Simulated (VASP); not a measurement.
# Se (Im-3m) in VASP: notebook

Runs on Se. Level: PBEsol. Tasks: single point, relaxation of cell and atoms.

All numbers are computed with VASP 6.6.1; they aren't measurements. Logs are shortened: lines on timing, memory, paths and dates and some standing lists are left out, and cuts for length are marked.

## Step 1: The cell of the first run

It takes space group Im-3m (No. 229, cubic). Conventional cell: a = 3.376 Å, b = 3.376 Å, c = 3.376 Å, α = 90.00°, β = 90.00°, γ = 90.00°. Within 3.9 Å of Se (site symmetry m-3m) lie 14 Se at 2.92 to 3.38 Å.

## Step 2: Single point, PBEsol

The input, INCAR:

```
  ALGO = Normal
  EDIFF = 1E-6
  ENCUT = 520
  GGA = PS
  ISIF = 2
  ISMEAR = -1
  LASPH = True
  LCHARG = True
  LELF = True
  LREAL = False
  LVHAR = True
  LWAVE = False
  NBANDS = 9
  NELM = 60
  PREC = Accurate
  SIGMA = 0.1
```

The input, KPOINTS:

```
k-points
0
Gamma
  21 21 21
```

The input, POSCAR:

```
Se
1.0
   -1.6880470396      1.6880470396      1.6880470396
    1.6880470396     -1.6880470396      1.6880470396
    1.6880470396      1.6880470396     -1.6880470396
Se
1
Direct
    0.0000000000      0.0000000000      0.0000000000
```

Potentials or basis: VASP PAW PBE potentials, release 64 (Se).

The run is started by

```
> cat potpaw_PBE.64/Se/POTCAR > POTCAR
> mpirun -np 1 vasp_std > vasp.out
```

OUTCAR:

```text
EDIFF = 1E-6
   ENCUT = 520
   GGA = PS
   ISIF = 2
   ISMEAR = -1
   LASPH = True
   LREAL = False
   NELM = 60
   PREC = Accurate

 ion  position               nearest neighbor table
   1  0.000  0.000  0.000-

  LATTYP: Found a body centered cubic cell.
 ALAT       =     3.3760940792

  Lattice vectors:

 A1 = (  -1.6880470396,   1.6880470396,   1.6880470396)
 A2 = (   1.6880470396,  -1.6880470396,   1.6880470396)
 A3 = (   1.6880470396,   1.6880470396,  -1.6880470396)

Analysis of symmetry for initial positions (statically):
=====================================================================
 Subroutine PRICEL returns:
 Original cell was already a primitive cell.

 Routine SETGRP: Setting up the symmetry group for a
 body centered cubic supercell.

 Subroutine GETGRP returns: Found 48 space group operations
 (whereof 48 operations were pure point group operations)
 out of a pool of 48 trial point group operations.

The static configuration has the point symmetry O_h .

Analysis of symmetry for dynamics (positions and initial velocities):
=====================================================================
 Subroutine PRICEL returns:
 Original cell was already a primitive cell.

 Routine SETGRP: Setting up the symmetry group for a
 body centered cubic supercell.

 Subroutine GETGRP returns: Found 48 space group operations
 (whereof 48 operations were pure point group operations)
 out of a pool of 48 trial point group operations.

The dynamic configuration has the point symmetry O_h .

 Subroutine INISYM returns: Found 48 space group operations
 (whereof 48 operations are pure point group operations),
 and found     1 'primitive' translations

----------------------------------------------------------------------------------------

                                     Primitive cell

  volume of cell :      19.2404

  direct lattice vectors                    reciprocal lattice vectors
    -1.688047040  1.688047040  1.688047040     0.000000000  0.296200277  0.296200277
     1.688047040 -1.688047040  1.688047040     0.296200277  0.000000000  0.296200277
     1.688047040  1.688047040 -1.688047040     0.296200277  0.296200277  0.000000000

  length of vectors
     2.923783238  2.923783238  2.923783238     0.418890448  0.418890448  0.418890448

  position of ions in fractional coordinates (direct lattice)
     0.000000000  0.000000000  0.000000000

  ion indices of the primitive-cell ions
   primitive index   ion index
                 1           1

----------------------------------------------------------------------------------------

 KPOINTS: k-points

Automatic generation of k-mesh.
 Grid dimensions read from file:
 generate k-points for:   21   21   21

 Generating k-lattice:

  Cartesian coordinates                     Fractional coordinates (reciprocal lattice)
     0.000000000  0.014104775  0.014104775     0.047619048  0.000000000  0.000000000
     0.014104775  0.000000000  0.014104775     0.000000000  0.047619048  0.000000000
     0.014104775  0.014104775  0.000000000     0.000000000  0.000000000  0.047619048

  Length of vectors
     0.019947164  0.019947164  0.019947164

  Shift w.r.t. Gamma in fractional coordinates (k-lattice)
     0.000000000  0.000000000  0.000000000

 Subroutine IBZKPT returns following result:
 ===========================================

 Found    286 irreducible k-points:

 Following reciprocal coordinates:
            Coordinates               Weight
  0.000000  0.000000  0.000000      1.000000
  0.047619  0.000000  0.000000     12.000000
  0.095238  0.000000  0.000000     12.000000
  0.142857  0.000000  0.000000     12.000000
  0.190476  0.000000  0.000000     12.000000
  0.238095  0.000000  0.000000     12.000000
[... 16 lines left out ...]
  0.142857  0.095238  0.000000     48.000000
  0.190476  0.095238  0.000000     48.000000
 [... further k-points ...]
   k-points           NKPTS =    286   k-points in BZ     NKDIM =    286   number of bands    NBANDS=      9
   number of dos      NEDOS =    301   number of ions     NIONS =      1
   total plane-waves  NPLWV =  13824
   dimension x,y,z NGX =    24 NGY =   24 NGZ =   24
   dimension x,y,z NGXF=    48 NGYF=   48 NGZF=   48
   ions per type =               1
   NGX,Y,Z   is equivalent  to a cutoff of  13.65, 13.65, 13.65 a.u.
   NGXF,Y,Z  is equivalent  to a cutoff of  27.29, 27.29, 27.29 a.u.
 SYSTEM =  unknown system
   PREC   = accura    normal or accurate (medium, high low for compatibility)
   ISTART =      0    job   : 0-new  1-cont  2-samecut
   ICHARG =      2    charge: 1-file 2-atom 10-const
   ISPIN  =      1    spin polarized calculation?
   LNONCOLLINEAR =      F non collinear calculations
   LSORBIT =      F    spin-orbit coupling
   LASPH  =      T    aspherical Exc in radial PAW
   ENCUT  =  520.0 eV  38.22 Ry    6.18 a.u.   5.44  5.44  5.44*2*pi/ulx,y,z
   NELM   =     60;   NELMIN=  2; NELMDL= -5     # of ELM steps
   EDIFF  = 0.1E-05   stopping-criterion for ELM
   LREAL  =      F    real-space projection
   EDIFFG = 0.1E-04   stopping-criterion for IOM
   NSW    =      0    number of steps for IOM
   IBRION =     -1    ionic relax: 0-MD 1-quasi-New 2-CG
   NFREE  =      0    steps in history (QN), initial steepest desc. (CG)
   ISIF   =      2    stress and relaxation
   ISYM   =      2    0-nonsym 1-usesym 2-fastsym
   POTIM  = 0.5000    time-step for ionic-motion
   TEBEG  =    0.0;   TEEND  =   0.0 temperature during run
   PSTRESS=    0.0 pullay stress
   NELECT =       6.0000    total number of electrons
   NUPDOWN=      -1.0000    fix difference up-down
   EMIN   =  10.00;   EMAX   =-10.00  energy-range for DOS
   EFERMI =   0.00;   METHOD = LEGACY
   ISMEAR =    -1;   SIGMA  =   0.10  broadening in eV -4-tet -1-fermi 0-gaus
   EFERMI_NEDOS =   21; number of points for ismear=-14 and -15
   IALGO  =     38    algorithm
   IMIX   =      4    mixing-type and parameters
     AMIX     =   0.40;   BMIX     =  1.00
     AMIX_MAG =   1.60;   BMIX_MAG =  1.00
  volume/ion in A,a.u.               =      19.24       129.84
  Fermi-wavevector in a.u.,A,eV,Ry     =   1.110165  2.097907 16.768710  1.232465
  Thomas-Fermi vector in A             =   2.246713
   LORBIT       =      0    0 simple, 1 ext, 2 COOP (PROOUT), +10 PAW based schemes
   GGA     = PS    functional components
   LHFCALC =     F    Hartree Fock is set to
   AEXX    =    0.0000 exact exchange contribution
   IVDW    =     0    specifies the selected vdW correction
   LEPSILON=     F    determine dielectric tensor
   LRPA    =     F    only Hartree local field effects (RPA)
 non-spin polarized calculation
  energy-cutoff  :      520.00
  volume of cell :       19.24
 maximum number of plane-waves:       537
 NGX is ok and might be reduce to    24
   NGX = 11   NGY = 11   NGZ = 11

 number of electron       6.0000001 magnetization

 Free energy of the ion-electron system (eV)
  ---------------------------------------------------
  ext. energy  EPLUGINS =         0.00000000
  ---------------------------------------------------
  free energy    TOTEN  =        -3.40512934 eV

  energy without entropy =       -3.37983848  energy(sigma->0) =       -3.39248391

 E-fermi :   6.0961     XC(G=0): -10.9735

 val. band max:        6.0773219490   @ k =  -0.3810   0.3810   0.1905
 cond. band min:       6.0989591608   @ k =  -0.3333   0.3810   0.0476
 fundamental gap:      0.0216372118
 Fermi energy:         6.0960781071

 k-point     1 :       0.0000    0.0000    0.0000
  band No.  band energies     occupation
      1     -10.5595      2.00000
      2       9.3493      0.00000
      3       9.3493      0.00000
      4       9.3493      0.00000
      5      17.8525      0.00000
      6      18.6031      0.00000
      7      18.6031      0.00000
      8      18.6031      0.00000
      9      21.6401      0.00000

 k-point     2 :       0.0476    0.0000    0.0000
  band No.  band energies     occupation
      1     -10.5085      2.00000
      2       9.0126      0.00000
      3       9.2348      0.00000
      4       9.3286      0.00000
      5      18.0257      0.00000
      6      18.3675      0.00000
      7      18.5736      0.00000
      8      18.8252      0.00000
      9      20.9897      0.00000

 k-point     3 :       0.0952    0.0000    0.0000
  band No.  band energies     occupation
      1     -10.3560      2.00000
      2       8.1296      0.00000
      3       8.9242      0.00000
      4       9.2677      0.00000
      5      17.6479      0.00000
      6      17.8099      0.00000
      7      19.1445      0.00000
      8      19.4583      0.00000
      9      20.5423      0.00000

 k-point     4 :       0.1429    0.0000    0.0000
  band No.  band energies     occupation
      1     -10.1042      2.00000
      2       6.9289      0.00048
      3       8.4915      0.00000
      4       9.1709      0.00000
      5      16.7727      0.00000
      6      17.1458      0.00000
      7      19.9182      0.00000
      8      20.4281      0.00000
      9      20.7765      0.00000
[... 205 lines left out ...]
 k-point    22 :       0.0952    0.0952    0.0000
  band No.  band energies     occupation
      1      -9.9545      2.00000
      2       6.4361      0.06456
      3       8.2651      0.00000
      4       8.8599      0.00000
      5      16.7810      0.00000
      6      17.1926      0.00000
      7      19.1542      0.00000
      8      19.8620      0.00000
      9      21.9358      0.00000

 k-point    23 :       0.1429    0.0952    0.0000
  band No.  band energies     occupation
      1      -9.6101      2.00000
      2       5.3003      1.99930
      3       7.6583      0.00000
      4       8.6583      0.00000
      5      16.1598      0.00000
      6      16.7462      0.00000
      7      19.5034      0.00000
      8      20.2521      0.00000
      9      22.3899      0.00000

 k-point    24 :       0.1905    0.0952    0.0000
  band No.  band energies     occupation
      1      -9.1785      2.00000
      2       4.0699      2.00000
      3       7.0456      0.00015
      4       8.4654      0.00000
      5      15.5043      0.00000
      6      16.3645      0.00000
      7      19.6186      0.00000
      8      21.3951      0.00000
      9      22.8447      0.00000

 [... further k-points ...]

------------------------ aborting loop because EDIFF is reached ----------------------------------------

  FORCE on cell =-STRESS in cart. coord.  units (eV):
  Direction    XX          YY          ZZ          XY          YZ          ZX
  --------------------------------------------------------------------------------------
  -------------------------------------------------------------------------------------
  Total        0.0307732      0.0307732      0.0307732     -0.0000000      0.0000000     -0.0000000
  in kB        2.5625338      2.5625338      2.5625338     -0.0000000      0.0000000     -0.0000000
  external PRESSURE =       2.5625338 kB  Pullay stress =       0.0000000 kB

 VOLUME and BASIS-vectors are now :
 -----------------------------------------------------------------------------
  energy-cutoff  :      520.00
  volume of cell :       19.24
      direct lattice vectors                 reciprocal lattice vectors
    -1.688047040  1.688047040  1.688047040     0.000000000  0.296200277  0.296200277
     1.688047040 -1.688047040  1.688047040     0.296200277  0.000000000  0.296200277
     1.688047040  1.688047040 -1.688047040     0.296200277  0.296200277  0.000000000

 POSITION                                       TOTAL-FORCE (eV/Angst)
 -----------------------------------------------------------------------------------
      0.00000      0.00000      0.00000         0.000000      0.000000     -0.000000
 -----------------------------------------------------------------------------------
    total drift:                               -0.000000      0.000000      0.000000

  FREE ENERGIE OF THE ION-ELECTRON SYSTEM (eV)
  ---------------------------------------------------
  free  energy   TOTEN  =        -3.4051293370 eV

  energy  without entropy=       -3.3798384839  energy(sigma->0) =       -3.39248391
```

Run time: 56 s. Hardware: 1 thread of AMD EPYC 7R13, shared host; peak memory 0.15 GiB.

What came out:

| Item | Value |
| --- | --- |
| Free energy | -3.4051 eV |
| Pressure | 0.3 GPa |
| Band gap on the k mesh | zero (band 3 reaches 9.35 eV, above the bottom of band 4 at 2.31 eV) |

Levels at points of the mesh, in eV from the Fermi level:
```
           k point  band 1  band 2  band 3  band 4  band 5  band 6  band 7
(0.00, 0.00, 0.00)  -16.66    3.25    3.25    3.25   11.76   12.51   12.51
```

Caveat: the PAW data sets were made with another functional, which shifts forces and pressure a little.

[end of part 1 of 2]
